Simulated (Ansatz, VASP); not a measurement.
**One calculation of Ru, two programs**

```
Ru
1.0
    -2.36018    2.36018    1.39131
     2.36018   -2.36018    1.39131
     2.36018    2.36018   -1.39131
Ru
2
Direct
  0.00000 0.00000 0.00000
  0.75000 0.25000 0.50000
```

Alike in both runs: functional PBE; k mesh 18 × 18 × 18; occupations gaussian, width 0.1 eV; no spin polarisation.

Ansatz relaxed the structure, and its values are those at the end. VASP's run is a single point on that final structure, the one shown.

|  | VASP | Ansatz |
| --- | --- | --- |
| version | VASP 6.6.1 | Ansatz 0.2.0 |
| potentials or method | VASP PAW PBE potentials, release 64 (Ru_pv), cutoff 520 eV | scalar-relativistic, plane waves, PAW |
| valence electrons in the cell | 28 | 32 |

VASP gave:

| Property | Result |
| --- | --- |
| gap on the k mesh at the Fermi level (eV) | none |
| pressure (GPa) | 0.1 |

Question: Which values does Ansatz return?

Answer: gap on the k mesh at the Fermi level (eV): none; pressure (GPa): 0.0.

A gap of «none» marks a metal or a gap that the smearing closes. With one functional, cell and mesh, what is left measures potentials, basis and numerics. VASP's potentials hold 28 valence electrons a cell and Ansatz's 32, so a difference there can come from the potentials and not from the codes.
